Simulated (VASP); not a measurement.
# SiC (P6_3mc) in VASP: relaxation of shape and atoms at fixed volume with PBE

Aim: the relaxation of shape and atoms at fixed volume of SiC with PBE.

Program: VASP 6.6.1. These are calculated values, not measurements. Logs are shortened: lines on timing, memory, paths and dates and some standing lists are left out, and cuts for length are marked.

## 1. The cell of the first run

The structure is hexagonal, space group P6_3mc (No. 186). Conventional cell: a = 2.999 Å, b = 2.999 Å, c = 14.714 Å, α = 90.00°, β = 90.00°, γ = 120.00°. Within 2.4 Å of Si (site symmetry 3m) lie 4 C at 1.84 Å. Si (site symmetry 3m) has 4 C at 1.84 Å within 2.4 Å. Si (site symmetry 3m) has 4 C at 1.84 Å within 2.4 Å. C (site symmetry 3m) has 4 Si at 1.84 Å within 2.4 Å. Within 2.4 Å of C (site symmetry 3m) lie 4 Si at 1.84 Å. Within 2.4 Å of C (site symmetry 3m) lie 4 Si at 1.84 Å.

## 2. Relaxation of shape and atoms at fixed volume, PBE (9.55 Å³/atom)

File INCAR:

```
SYSTEM = SiC
ALGO = Normal
EDIFF = 1E-6
EDIFFG = -0.01
ENCUT = 600
GGA = PE
IBRION = 2
ISIF = 4
ISMEAR = 0
LASPH = .TRUE.
LCHARG = .FALSE.
LREAL = .FALSE.
LWAVE = .FALSE.
NELM = 60
NSW = 50
PREC = Accurate
SIGMA = 0.02
```

File KPOINTS:

```
k-points
0
G
  12 12 2
  0 0 0
```

File POSCAR:

```
SiC
1.0
    1.4996652761     -2.5974964526      0.0000000000
    1.4996652761      2.5974964526      0.0000000000
    0.0000000000      0.0000000000     14.7139280937
Si C
6 6
Direct
    0.1666666667      0.8333333333      0.8576973576
    0.8333333333      0.1666666667      0.3576973576
    0.5000000000      0.5000000000      0.5245024524
    0.5000000000      0.5000000000      0.0245024524
    0.8333333333      0.1666666667      0.6911923960
    0.1666666667      0.8333333333      0.1911923960
    0.5000000000      0.5000000000      0.6498353398
    0.5000000000      0.5000000000      0.1498353398
    0.1666666667      0.8333333333      0.9827081991
    0.8333333333      0.1666666667      0.4827081991
    0.8333333333      0.1666666667      0.8162042551
    0.1666666667      0.8333333333      0.3162042551
```

Potentials or basis: VASP PAW PBE potentials, release 64 (Si, C).

Command:

```
$ cat potpaw_PBE.64/Si/POTCAR potpaw_PBE.64/C/POTCAR > POTCAR
$ mpirun -np 1 vasp_std > vasp.out
```

OUTCAR:

```text
SYSTEM = SiC
   EDIFF = 1E-6
   EDIFFG = -0.01
   ENCUT = 600
   GGA = PE
   IBRION = 2
   ISIF = 4
   ISMEAR = 0
   LASPH = .TRUE.
   LREAL = .FALSE.
   NELM = 60
   NSW = 50
   PREC = Accurate

 ion  position               nearest neighbor table
   1  0.167  0.833  0.858-  11 1.84  11 1.84  11 1.84   9 1.84   5 3.00   5 3.00   5 3.00   4 3.00
                             4 3.00   4 3.00
   2  0.833  0.167  0.358-  12 1.84  12 1.84  12 1.84  10 1.84   6 3.00   6 3.00   6 3.00   3 3.00
                             3 3.00   3 3.00
   3  0.500  0.500  0.525-  10 1.84  10 1.84  10 1.84   7 1.84   5 3.00   5 3.00   5 3.00   2 3.00
                             2 3.00   2 3.00
   4  0.500  0.500  0.025-   9 1.84   9 1.84   9 1.84   8 1.84   6 3.00   6 3.00   6 3.00   1 3.00
                             1 3.00   1 3.00
   5  0.833  0.167  0.691-   7 1.84   7 1.84   7 1.84  11 1.84   1 3.00   1 3.00   1 3.00   3 3.00
                             3 3.00   3 3.00
   6  0.167  0.833  0.191-   8 1.84   8 1.84   8 1.84  12 1.84   2 3.00   2 3.00   2 3.00   4 3.00
                             4 3.00   4 3.00
   7  0.500  0.500  0.650-   5 1.84   5 1.84   5 1.84   3 1.84
   8  0.500  0.500  0.150-   6 1.84   6 1.84   6 1.84   4 1.84
   9  0.167  0.833  0.983-   4 1.84   4 1.84   4 1.84   1 1.84
  10  0.833  0.167  0.483-   3 1.84   3 1.84   3 1.84   2 1.84
  11  0.833  0.167  0.816-   1 1.84   1 1.84   1 1.84   5 1.84
  12  0.167  0.833  0.316-   2 1.84   2 1.84   2 1.84   6 1.84

  LATTYP: Found a hexagonal cell.
 ALAT       =     2.9993305522
 C/A-ratio  =     4.9057374095

  Lattice vectors:

 A1 = (   1.4996652761,  -2.5974964526,   0.0000000000)
 A2 = (   1.4996652761,   2.5974964526,   0.0000000000)
 A3 = (   0.0000000000,   0.0000000000,  14.7139280937)

Analysis of symmetry for initial positions (statically):
=====================================================================
 Subroutine PRICEL returns:
 Original cell was already a primitive cell.

 Routine SETGRP: Setting up the symmetry group for a
 hexagonal supercell.

 Subroutine GETGRP returns: Found 12 space group operations
 (whereof  2 operations were pure point group operations)
 out of a pool of 24 trial point group operations.

The static configuration has the point symmetry C_1h.
 The point group associated with its full space group is C_6v.

Analysis of symmetry for dynamics (positions and initial velocities):
=====================================================================
 Subroutine PRICEL returns:
 Original cell was already a primitive cell.

 Routine SETGRP: Setting up the symmetry group for a
 hexagonal supercell.

 Subroutine GETGRP returns: Found 12 space group operations
 (whereof  2 operations were pure point group operations)
 out of a pool of 24 trial point group operations.

The dynamic configuration has the point symmetry C_1h.
 The point group associated with its full space group is C_6v.

 Subroutine INISYM returns: Found 12 space group operations
 (whereof  2 operations are pure point group operations),
 and found     1 'primitive' translations

----------------------------------------------------------------------------------------

                                     Primitive cell

  volume of cell :     114.6325

  direct lattice vectors                    reciprocal lattice vectors
     1.499665276 -2.597496453  0.000000000     0.333407733 -0.192493044  0.000000000
     1.499665276  2.597496453  0.000000000     0.333407733  0.192493044  0.000000000
     0.000000000  0.000000000 14.713928094     0.000000000  0.000000000  0.067962817

  length of vectors
     2.999330552  2.999330552 14.713928094     0.384986089  0.384986089  0.067962817

  position of ions in fractional coordinates (direct lattice)
     0.166666667  0.833333333  0.857697358
     0.833333333  0.166666667  0.357697358
     0.500000000  0.500000000  0.524502452
     0.500000000  0.500000000  0.024502452
     0.833333333  0.166666667  0.691192396
     0.166666667  0.833333333  0.191192396
     0.500000000  0.500000000  0.649835340
     0.500000000  0.500000000  0.149835340
     0.166666667  0.833333333  0.982708199
     0.833333333  0.166666667  0.482708199
     0.833333333  0.166666667  0.816204255
     0.166666667  0.833333333  0.316204255

  ion indices of the primitive-cell ions
   primitive index   ion index
                 1           1
                 2           2
                 3           3
                 4           4
                 5           5
                 6           6
                 7           7
                 8           8
                 9           9
                10          10
                11          11
                12          12

----------------------------------------------------------------------------------------

 KPOINTS: k-points

Automatic generation of k-mesh.
 Grid dimensions read from file:
 generate k-points for:   12   12    2

 Generating k-lattice:

  Cartesian coordinates                     Fractional coordinates (reciprocal lattice)
     0.027783978 -0.016041087  0.000000000     0.083333333  0.000000000  0.000000000
     0.027783978  0.016041087  0.000000000     0.000000000  0.083333333  0.000000000
     0.000000000  0.000000000  0.033981408     0.000000000  0.000000000  0.500000000

  Length of vectors
     0.032082174  0.032082174  0.033981408

  Shift w.r.t. Gamma in fractional coordinates (k-lattice)
     0.000000000  0.000000000  0.000000000

 Subroutine IBZKPT returns following result:
 ===========================================

 Found     38 irreducible k-points:

 Following reciprocal coordinates:
            Coordinates               Weight
  0.000000  0.000000  0.000000      1.000000
  0.083333  0.000000  0.000000      6.000000
  0.166667  0.000000  0.000000      6.000000
  0.250000  0.000000  0.000000      6.000000
  0.333333  0.000000  0.000000      6.000000
  0.416667  0.000000  0.000000      6.000000
[... 16 lines left out ...]
  0.250000  0.000000  0.500000      6.000000
  0.333333  0.000000  0.500000      6.000000
 [... further k-points ...]
   k-points           NKPTS =     38   k-points in BZ     NKDIM =     38   number of bands    NBANDS=     31
   number of dos      NEDOS =    301   number of ions     NIONS =     12
   total plane-waves  NPLWV =  69120
   dimension x,y,z NGX =    24 NGY =   24 NGZ =  120
   dimension x,y,z NGXF=    48 NGYF=   48 NGZF=  240
   ions per type =               6   6
   NGX,Y,Z   is equivalent  to a cutoff of  13.30, 13.30, 13.56 a.u.
   NGXF,Y,Z  is equivalent  to a cutoff of  26.61, 26.61, 27.12 a.u.
 SYSTEM =  SiC
   PREC   = accura    normal or accurate (medium, high low for compatibility)
   ISTART =      0    job   : 0-new  1-cont  2-samecut
   ICHARG =      2    charge: 1-file 2-atom 10-const
   ISPIN  =      1    spin polarized calculation?
   LNONCOLLINEAR =      F non collinear calculations
   LSORBIT =      F    spin-orbit coupling
   LASPH  =      T    aspherical Exc in radial PAW
   ENCUT  =  600.0 eV  44.10 Ry    6.64 a.u.   5.99  5.99 29.39*2*pi/ulx,y,z
   NELM   =     60;   NELMIN=  2; NELMDL= -5     # of ELM steps
   EDIFF  = 0.1E-05   stopping-criterion for ELM
   LREAL  =      F    real-space projection
   EDIFFG = -.1E-01   stopping-criterion for IOM
   NSW    =     50    number of steps for IOM
   IBRION =      2    ionic relax: 0-MD 1-quasi-New 2-CG
   NFREE  =      1    steps in history (QN), initial steepest desc. (CG)
   ISIF   =      4    stress and relaxation
   ISYM   =      2    0-nonsym 1-usesym 2-fastsym
   POTIM  = 0.5000    time-step for ionic-motion
   TEBEG  =    0.0;   TEEND  =   0.0 temperature during run
   PSTRESS=    0.0 pullay stress
   NELECT =      48.0000    total number of electrons
   NUPDOWN=      -1.0000    fix difference up-down
   EMIN   =  10.00;   EMAX   =-10.00  energy-range for DOS
   EFERMI =   0.00;   METHOD = LEGACY
   ISMEAR =     0;   SIGMA  =   0.02  broadening in eV -4-tet -1-fermi 0-gaus
   EFERMI_NEDOS =   21; number of points for ismear=-14 and -15
   IALGO  =     38    algorithm
   IMIX   =      4    mixing-type and parameters
     AMIX     =   0.40;   BMIX     =  1.00
     AMIX_MAG =   1.60;   BMIX_MAG =  1.00
  volume/ion in A,a.u.               =       9.55        64.46
  Fermi-wavevector in a.u.,A,eV,Ry     =   1.224765  2.314469 20.409394  1.500048
  Thomas-Fermi vector in A             =   2.359827
   LORBIT       =      0    0 simple, 1 ext, 2 COOP (PROOUT), +10 PAW based schemes
   GGA     = PE    functional components
   LHFCALC =     F    Hartree Fock is set to
   AEXX    =    0.0000 exact exchange contribution
   IVDW    =     0    specifies the selected vdW correction
   LEPSILON=     F    determine dielectric tensor
   LRPA    =     F    only Hartree local field effects (RPA)
 conjugate gradient relaxation of ions
 non-spin polarized calculation
 Gauss-broadening in eV      SIGMA  =   0.02
  energy-cutoff  :      600.00
  volume of cell :      114.63
 maximum number of plane-waves:      3894
 NGX is ok and might be reduce to    24
   NGX = 11   NGY = 11   NGZ = 59

--------------------------------------- Ionic step        1  -------------------------------------------

 number of electron      47.9999999 magnetization

 Free energy of the ion-electron system (eV)
  ---------------------------------------------------
  ext. energy  EPLUGINS =         0.00000000
  ---------------------------------------------------
  free energy    TOTEN  =       -89.59297719 eV

  energy without entropy =      -89.59297719  energy(sigma->0) =      -89.59297719

------------------------ aborting loop because EDIFF is reached ----------------------------------------

  FORCE on cell =-STRESS in cart. coord.  units (eV):
  Direction    XX          YY          ZZ          XY          YZ          ZX
  --------------------------------------------------------------------------------------
  -------------------------------------------------------------------------------------
  Total       17.1246553     17.1246553     17.0458797      0.0000000      0.0000000      0.0000000
  in kB      239.3450763    239.3450763    238.2440573      0.0000000      0.0000000      0.0000000
  external PRESSURE =     238.9780700 kB  Pullay stress =       0.0000000 kB
[... 77 lines left out ...]
  energy  without entropy=      -89.5929600383  energy(sigma->0) =      -89.59296004

--------------------------------------- Ionic step        3  -------------------------------------------

 number of electron      47.9999999 magnetization

 Free energy of the ion-electron system (eV)
  ---------------------------------------------------
  ext. energy  EPLUGINS =         0.00000000
  ---------------------------------------------------
  free energy    TOTEN  =       -89.59298801 eV

  energy without entropy =      -89.59298801  energy(sigma->0) =      -89.59298801

 E-fermi :   9.2045     XC(G=0): -11.7062

 val. band max:        9.0748077704   @ k =   0.0000   0.0000   0.0000
 cond. band min:      11.0773446818   @ k =   0.5000   0.0000   0.0000
 fundamental gap:      2.0025369114
 Fermi energy:         9.2045282957

 k-point     1 :       0.0000    0.0000    0.0000
  band No.  band energies     occupation
      1      -7.0241      2.00000
      2      -6.4695      2.00000
      3      -6.4291      2.00000
      4      -4.8269      2.00000
      5      -4.7976      2.00000
      6      -3.1486      2.00000
[... 805 lines left out ...]
     30      14.7234      0.00000
     31      15.6933      0.00000

 [... further k-points ...]
[... 5 lines left out ...]
  --------------------------------------------------------------------------------------
  -------------------------------------------------------------------------------------
  Total       17.0957649     17.0957649     17.1001160     -0.0000000     -0.0000000     -0.0000000
  in kB      238.9412846    238.9412846    239.0020993     -0.0000000     -0.0000000     -0.0000000
  external PRESSURE =     238.9615562 kB  Pullay stress =       0.0000000 kB
[... 27 lines left out ...]
  FREE ENERGIE OF THE ION-ELECTRON SYSTEM (eV)
  ---------------------------------------------------
  free  energy   TOTEN  =       -89.5929880083 eV

  energy  without entropy=      -89.5929880083  energy(sigma->0) =      -89.59298801

 reached required accuracy - stopping structural energy minimisation
```

It took 4.5 min on 1 thread of Intel Xeon Platinum 8259CL at 2.50GHz (Skylake/Cascade Lake), shared host; peak memory 0.32 GiB.

Results:

| Quantity | Value |
| --- | --- |
| Free energy | -89.5930 eV |
| Energy gained by relaxing | 0.0 meV/atom |
| Ionic steps | 3 |
| Pressure after relaxing | 23.9 GPa |
| Largest force after relaxing | 0.004 eV/Å |
| Band gap on the k mesh | 2.00 eV (least direct gap 3.12 eV) |

Forces in eV/Å, atoms in the order of the input:
```
Si   0.000  0.000  0.000
Si   0.000  0.000  0.000
Si   0.000  0.000  0.000
Si   0.000  0.000  0.000
Si   0.000  0.000 -0.003
Si   0.000  0.000 -0.003
C    0.000  0.000  0.000
C    0.000  0.000  0.000
C    0.000  0.000  0.004
C    0.000  0.000  0.004
C    0.000  0.000 -0.001
C    0.000  0.000 -0.001
```

Final structure:
```yaml
crystal:
  lattice:
    - [1.49973, -2.59760, 0.00000]
    - [1.49973, 2.59760, 0.00000]
    - [0.00000, 0.00000, 14.71274]
  atoms:
    - { symbol: Si, position: [0.16667, 0.83333, 0.85770] }
    - { symbol: Si, position: [0.83333, 0.16667, 0.35770] }
    - { symbol: Si, position: [0.50000, 0.50000, 0.52452] }
    - { symbol: Si, position: [0.50000, 0.50000, 0.02452] }
    - { symbol: Si, position: [0.83333, 0.16667, 0.69119] }
    - { symbol: Si, position: [0.16667, 0.83333, 0.19119] }
    - { symbol: C, position: [0.50000, 0.50000, 0.64982] }
    - { symbol: C, position: [0.50000, 0.50000, 0.14982] }
    - { symbol: C, position: [0.16667, 0.83333, 0.98271] }
    - { symbol: C, position: [0.83333, 0.16667, 0.48271] }
    - { symbol: C, position: [0.83333, 0.16667, 0.81620] }
    - { symbol: C, position: [0.16667, 0.83333, 0.31620] }
```

Levels at points of the mesh, in eV from the valence-band top:
```tsv
k point	band 20	band 21	band 22	band 23	band 24	band 25	band 26	band 27	band 28	band 29
(0.00, 0.00, 0.00)	-0.30	-0.30	-0.04	0.00	0.00	5.89	6.05	6.49	6.99	7.23
(0.50, 0.00, 0.00)	-2.33	-1.88	-1.85	-1.73	-1.12	2.00	2.24	3.35	4.03	4.82
(0.00, 0.00, 0.50)	-0.65	-0.10	-0.10	-0.10	-0.10	5.95	5.95	6.71	6.71	7.45
(0.50, 0.00, 0.50)	-2.45	-1.76	-1.76	-1.34	-1.34	2.07	2.07	3.56	3.56	5.20
```

A k mesh can miss the band edges.
